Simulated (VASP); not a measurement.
# Na2CoS4 (Cmcm) in VASP: single point with PBEsol

Aim: the single point of Na2CoS4 with PBEsol.

Everything below comes from runs of VASP 6.6.1. Logs are shortened: lines on timing, memory, paths and dates and some standing lists are left out, and cuts for length are marked.

### Step 1. The cell of the first run

It takes space group Cmcm (No. 63, orthorhombic). The conventional cell has a = 6.768 Å, b = 10.682 Å, c = 8.250 Å, α = 90.00°, β = 90.00°, γ = 90.00°. Within 3.6 Å of Na (site symmetry m2m) lie 6 S at 2.67 to 3.41 Å and 1 Co at 3.57 Å. Na (site symmetry 2/m) has 6 S at 2.73 to 2.79 Å within 3.6 Å. Within 2.5 Å of S (site symmetry m) lie 1 Co at 1.91 Å. Within 2.5 Å of S (site symmetry m) lie 1 Co at 1.89 Å. Co (site symmetry m2m) has 4 S at 1.89 to 1.91 Å within 2.5 Å.

### Step 2. Single point, PBEsol

The input, INCAR:

```
PREC = Accurate ; ENCUT = 520
EDIFF = 1E-6 ; ISMEAR = 1
SIGMA = 0.0767 ; LREAL = F
LASPH = T ; NELM = 100
ALGO = Fast ; ISIF = 2
LWAVE = F ; LCHARG = F
GGA = PS ; NBANDS = 60
```

The input, KPOINTS:

```
Automatic mesh
0
Gamma
  5 5 3
```

The input, POSCAR:

```
Na2CoS4
1.0
    3.3842326600      5.3407600600      0.0000000000
    3.3842326600     -5.3407600600      0.0000000000
    0.0000000000      0.0000000000     -8.2498602800
Na S Co
4 8 2
Direct
    0.1882000000      0.8118000000      0.7500000000
    0.8118000000      0.1882000000      0.2500000000
    0.5000000000      0.5000000000      0.0000000000
    0.5000000000      0.5000000000      0.5000000000
    0.7275800000      0.8124400000      0.7500000000
    0.2724200000      0.1875600000      0.2500000000
    0.8124400000      0.7275800000      0.2500000000
    0.1875600000      0.2724200000      0.7500000000
    0.2492900000      0.7507100000      0.4359800000
    0.7507100000      0.2492900000      0.9359800000
    0.7507100000      0.2492900000      0.5640200000
    0.2492900000      0.7507100000      0.0640200000
    0.8536100000      0.1463900000      0.7500000000
    0.1463900000      0.8536100000      0.2500000000
```

Potentials or basis: VASP PAW PBE potentials, release 64 (Na_pv, S, Co).

Launch:

```sh
> cat potpaw_PBE.64/Na_pv/POTCAR potpaw_PBE.64/S/POTCAR potpaw_PBE.64/Co/POTCAR > POTCAR
> mpirun -np 1 vasp_std > vasp.out
```

OUTCAR:

```text
PREC = Accurate
   ENCUT = 520
   EDIFF = 1E-6
   ISMEAR = 1
   LREAL = F
   LASPH = T
   NELM = 100
   ISIF = 2
   GGA = PS

 ion  position               nearest neighbor table
   1  0.188  0.812  0.750-   9 2.67  12 2.67
   2  0.812  0.188  0.250-  10 2.67  11 2.67
   3  0.500  0.500  0.000-  10 2.73  12 2.73   7 2.79   8 2.79   5 2.79   6 2.79
   4  0.500  0.500  0.500-   9 2.73  11 2.73   7 2.79   8 2.79   5 2.79   6 2.79
   5  0.728  0.812  0.750-  13 1.91   4 2.79   3 2.79
   6  0.272  0.188  0.250-  14 1.91   4 2.79   3 2.79
   7  0.812  0.728  0.250-  14 1.91   4 2.79   3 2.79
   8  0.188  0.272  0.750-  13 1.91   4 2.79   3 2.79
   9  0.249  0.751  0.436-  14 1.89   1 2.67   4 2.73
  10  0.751  0.249  0.936-  13 1.89   2 2.67   3 2.73
  11  0.751  0.249  0.564-  13 1.89   2 2.67   4 2.73
  12  0.249  0.751  0.064-  14 1.89   1 2.67   3 2.73
  13  0.854  0.146  0.750-  10 1.89  11 1.89   5 1.91   8 1.91
  14  0.146  0.854  0.250-   9 1.89  12 1.89   6 1.91   7 1.91

  LATTYP: Found a base centered orthorhombic cell.
 ALAT       =     6.7684653200
 B/A-ratio  =     1.5781302873
 C/A-ratio  =     1.2188671863

  Lattice vectors:

 A1 = (   3.3842326600,   5.3407600600,   0.0000000000)
 A2 = (   3.3842326600,  -5.3407600600,   0.0000000000)
 A3 = (   0.0000000000,   0.0000000000,  -8.2498602800)

Analysis of symmetry for initial positions (statically):
=====================================================================
 Subroutine PRICEL returns:
 Original cell was already a primitive cell.

 Routine SETGRP: Setting up the symmetry group for a
 base centered orthorhombic supercell.

 Subroutine GETGRP returns: Found  8 space group operations
 (whereof  4 operations were pure point group operations)
 out of a pool of  8 trial point group operations.

The static configuration has the point symmetry C_2h.
 The point group associated with its full space group is D_2h.

Analysis of symmetry for dynamics (positions and initial velocities):
=====================================================================
 Subroutine PRICEL returns:
 Original cell was already a primitive cell.

 Routine SETGRP: Setting up the symmetry group for a
 base centered orthorhombic supercell.

 Subroutine GETGRP returns: Found  8 space group operations
 (whereof  4 operations were pure point group operations)
 out of a pool of  8 trial point group operations.

The dynamic configuration has the point symmetry C_2h.
 The point group associated with its full space group is D_2h.

 Subroutine INISYM returns: Found  8 space group operations
 (whereof  4 operations are pure point group operations),
 and found     1 'primitive' translations

----------------------------------------------------------------------------------------

                                     Primitive cell

  volume of cell :     298.2221

  direct lattice vectors                    reciprocal lattice vectors
     3.384232660  5.340760060  0.000000000     0.147743979  0.093619634  0.000000000
     3.384232660 -5.340760060  0.000000000     0.147743979 -0.093619634  0.000000000
     0.000000000  0.000000000 -8.249860280     0.000000000  0.000000000 -0.121214174

  length of vectors
     6.322716878  6.322716878  8.249860280     0.174908317  0.174908317  0.121214174

  position of ions in fractional coordinates (direct lattice)
     0.188200000  0.811800000  0.750000000
     0.811800000  0.188200000  0.250000000
     0.500000000  0.500000000  0.000000000
     0.500000000  0.500000000  0.500000000
     0.727580000  0.812440000  0.750000000
     0.272420000  0.187560000  0.250000000
     0.812440000  0.727580000  0.250000000
     0.187560000  0.272420000  0.750000000
     0.249290000  0.750710000  0.435980000
     0.750710000  0.249290000  0.935980000
     0.750710000  0.249290000  0.564020000
     0.249290000  0.750710000  0.064020000
     0.853610000  0.146390000  0.750000000
     0.146390000  0.853610000  0.250000000

  ion indices of the primitive-cell ions
   primitive index   ion index
                 1           1
                 2           2
                 3           3
                 4           4
                 5           5
                 6           6
                 7           7
                 8           8
                 9           9
                10          10
                11          11
                12          12
                13          13
                14          14

----------------------------------------------------------------------------------------

 KPOINTS: Automatic mesh

Automatic generation of k-mesh.
 Grid dimensions read from file:
 generate k-points for:    5    5    3

 Generating k-lattice:

  Cartesian coordinates                     Fractional coordinates (reciprocal lattice)
     0.029548796  0.018723927  0.000000000     0.200000000  0.000000000  0.000000000
     0.029548796 -0.018723927  0.000000000     0.000000000  0.200000000  0.000000000
     0.000000000  0.000000000 -0.040404725     0.000000000  0.000000000  0.333333333

  Length of vectors
     0.034981663  0.034981663  0.040404725

  Shift w.r.t. Gamma in fractional coordinates (k-lattice)
     0.000000000  0.000000000  0.000000000

 Subroutine IBZKPT returns following result:
 ===========================================

 Found     18 irreducible k-points:

 Following reciprocal coordinates:
            Coordinates               Weight
  0.000000  0.000000  0.000000      1.000000
  0.200000  0.000000  0.000000      4.000000
  0.400000  0.000000  0.000000      4.000000
  0.200000  0.200000  0.000000      2.000000
  0.400000  0.200000  0.000000      4.000000
 -0.400000  0.200000  0.000000      4.000000
[... 10 lines left out ...]
  0.400000  0.400000  0.333333      4.000000
 -0.400000  0.400000  0.333333      4.000000
   k-points           NKPTS =     18   k-points in BZ     NKDIM =     18   number of bands    NBANDS=     60
   number of dos      NEDOS =    301   number of ions     NIONS =     14
   total plane-waves  NPLWV = 147456
   dimension x,y,z NGX =    48 NGY =   48 NGZ =   64
   dimension x,y,z NGXF=    96 NGYF=   96 NGZF=  128
   ions per type =               4   8   2
   NGX,Y,Z   is equivalent  to a cutoff of  12.62, 12.62, 12.90 a.u.
   NGXF,Y,Z  is equivalent  to a cutoff of  25.24, 25.24, 25.79 a.u.
 SYSTEM =  unknown system
   PREC   = accura    normal or accurate (medium, high low for compatibility)
   ISTART =      0    job   : 0-new  1-cont  2-samecut
   ICHARG =      2    charge: 1-file 2-atom 10-const
   ISPIN  =      1    spin polarized calculation?
   LNONCOLLINEAR =      F non collinear calculations
   LSORBIT =      F    spin-orbit coupling
   LASPH  =      T    aspherical Exc in radial PAW
   ENCUT  =  520.0 eV  38.22 Ry    6.18 a.u.  11.76 11.76 15.34*2*pi/ulx,y,z
   NELM   =    100;   NELMIN=  2; NELMDL= -5     # of ELM steps
   EDIFF  = 0.1E-05   stopping-criterion for ELM
   LREAL  =      F    real-space projection
   EDIFFG = 0.1E-04   stopping-criterion for IOM
   NSW    =      0    number of steps for IOM
   IBRION =     -1    ionic relax: 0-MD 1-quasi-New 2-CG
   NFREE  =      0    steps in history (QN), initial steepest desc. (CG)
   ISIF   =      2    stress and relaxation
   ISYM   =      2    0-nonsym 1-usesym 2-fastsym
   POTIM  = 0.5000    time-step for ionic-motion
   TEBEG  =    0.0;   TEEND  =   0.0 temperature during run
   PSTRESS=    0.0 pullay stress
   NELECT =      94.0000    total number of electrons
   NUPDOWN=      -1.0000    fix difference up-down
   EMIN   =  10.00;   EMAX   =-10.00  energy-range for DOS
   EFERMI =   0.00;   METHOD = LEGACY
   ISMEAR =     1;   SIGMA  =   0.08  broadening in eV -4-tet -1-fermi 0-gaus
   EFERMI_NEDOS =   21; number of points for ismear=-14 and -15
   IALGO  =     68    algorithm
   IMIX   =      4    mixing-type and parameters
     AMIX     =   0.40;   BMIX     =  1.00
     AMIX_MAG =   1.60;   BMIX_MAG =  1.00
  volume/ion in A,a.u.               =      21.30       143.75
  Fermi-wavevector in a.u.,A,eV,Ry     =   1.114134  2.105408 16.888843  1.241295
  Thomas-Fermi vector in A             =   2.250726
   LORBIT       =      0    0 simple, 1 ext, 2 COOP (PROOUT), +10 PAW based schemes
   GGA     = PS    functional components
   LHFCALC =     F    Hartree Fock is set to
   AEXX    =    0.0000 exact exchange contribution
   IVDW    =     0    specifies the selected vdW correction
   LEPSILON=     F    determine dielectric tensor
   LRPA    =     F    only Hartree local field effects (RPA)
 non-spin polarized calculation
 RMM-DIIS sequential band-by-band and
 Methfessel and Paxton  Order N= 1 SIGMA  =   0.08
  energy-cutoff  :      520.00
  volume of cell :      298.22
 maximum number of plane-waves:      8053
   NGX = 23   NGY = 23   NGZ = 31

 number of electron      94.0000000 magnetization

 Free energy of the ion-electron system (eV)
  ---------------------------------------------------
  ext. energy  EPLUGINS =         0.00000000
  ---------------------------------------------------
  free energy    TOTEN  =       -58.44686496 eV

  energy without entropy =      -58.44778314  energy(sigma->0) =      -58.44717102

 E-fermi :   2.3469     XC(G=0):  -8.9026

 val. band max:        2.3392747029   @ k =  -0.2000   0.2000   0.0000
 cond. band min:       2.3506078450   @ k =   0.4000   0.0000   0.0000
 fundamental gap:      0.0113331422
 Fermi energy:         2.3468930689

 k-point     1 :       0.0000    0.0000    0.0000
  band No.  band energies     occupation
      1     -20.4332      2.00000
      2     -20.4330      2.00000
      3     -20.4324      2.00000
      4     -20.4324      2.00000
      5     -20.4311      2.00000
      6     -20.4304      2.00000
[... 1105 lines left out ...]
     58       8.4934      0.00000
     59       8.9159      0.00000
 [bands above 59 left out]

------------------------ aborting loop because EDIFF is reached ----------------------------------------

  FORCE on cell =-STRESS in cart. coord.  units (eV):
  Direction    XX          YY          ZZ          XY          YZ          ZX
  --------------------------------------------------------------------------------------
  -------------------------------------------------------------------------------------
  Total       14.2546281     19.0180818     22.1973006      0.0000000      0.0000000      0.0000000
  in kB       76.5819826    102.1733008    119.2534295      0.0000000      0.0000000      0.0000000
  external PRESSURE =      99.3362376 kB  Pullay stress =       0.0000000 kB

 VOLUME and BASIS-vectors are now :
 -----------------------------------------------------------------------------
  energy-cutoff  :      520.00
  volume of cell :      298.22
      direct lattice vectors                 reciprocal lattice vectors
     3.384232660  5.340760060  0.000000000     0.147743979  0.093619634  0.000000000
     3.384232660 -5.340760060  0.000000000     0.147743979 -0.093619634  0.000000000
     0.000000000  0.000000000 -8.249860280     0.000000000  0.000000000 -0.121214174

 POSITION                                       TOTAL-FORCE (eV/Angst)
 -----------------------------------------------------------------------------------
      3.38423     -3.33050     -6.18740         0.000000     -0.148966     -0.000000
      3.38423      3.33050     -2.06247         0.000000      0.148966     -0.000000
      3.38423      0.00000      0.00000         0.000000     -0.000000     -0.000000
      3.38423      0.00000     -4.12493         0.000000     -0.000000     -0.000000
      5.21179     -0.45322     -6.18740        -2.956458      1.909471     -0.000000
      1.55668      0.45322     -2.06247         2.956458     -1.909471     -0.000000
      5.21179      0.45322     -2.06247        -2.956458     -1.909471     -0.000000
      1.55668     -0.45322     -6.18740         2.956458      1.909471     -0.000000
      3.38423     -2.67796     -3.59677         0.000000      2.155789     -2.895026
      3.38423      2.67796     -7.72170         0.000000     -2.155789     -2.895026
      3.38423      2.67796     -4.65309         0.000000     -2.155789      2.895026
      3.38423     -2.67796     -0.52816         0.000000      2.155789      2.895026
      3.38423      3.77709     -6.18740         0.000000      0.393758     -0.000000
      3.38423     -3.77709     -2.06247         0.000000     -0.393758     -0.000000
 -----------------------------------------------------------------------------------
    total drift:                                0.000000      0.000000     -0.000000

  FREE ENERGIE OF THE ION-ELECTRON SYSTEM (eV)
  ---------------------------------------------------
  free  energy   TOTEN  =       -58.4468649615 eV

  energy  without entropy=      -58.4477831386  energy(sigma->0) =      -58.44717102
```

Run time: 5.3 min. Hardware: 1 thread of Intel Xeon Platinum 8488C (Sapphire Rapids), shared host; peak memory 0.5 GiB.

What came out:

* Free energy: -58.4469 eV
* Pressure: 9.9 GPa
* Largest force: 3.610 eV/Å
* Band gap on the k mesh: zero (bands 47 and 48 overlap by 0.04 eV)

Forces in eV/Å, atoms in the order of the input:
```
Na   0.000 -0.149  0.000
Na   0.000  0.149  0.000
Na   0.000  0.000  0.000
Na   0.000  0.000  0.000
S   -2.956  1.909  0.000
S    2.956 -1.909  0.000
S   -2.956 -1.909  0.000
S    2.956  1.909  0.000
S    0.000  2.156 -2.895
S    0.000 -2.156 -2.895
S    0.000 -2.156  2.895
S    0.000  2.156  2.895
Co   0.000  0.394  0.000
Co   0.000 -0.394  0.000
```

Stress tensor (GPa, compression positive):
```
 7.66  0.00  0.00
 0.00 10.22  0.00
 0.00  0.00 11.93
```

Levels at points of the mesh, in eV from the Fermi level:
| k point | band 45 | band 46 | band 47 | band 48 | band 49 | band 50 |
| --- | --- | --- | --- | --- | --- | --- |
| (0.00, 0.00, 0.00) | -0.24 | -0.22 | 0.04 | 0.79 | 0.85 | 1.24 |

Caveat: the cell stands under pressure; the PAW data sets were made with another functional, which shifts forces and pressure a little; the run has no spin polarisation, though such a crystal can be magnetic. Spin polarisation is off, so any magnetic state and its effect on volume and gap are missing.
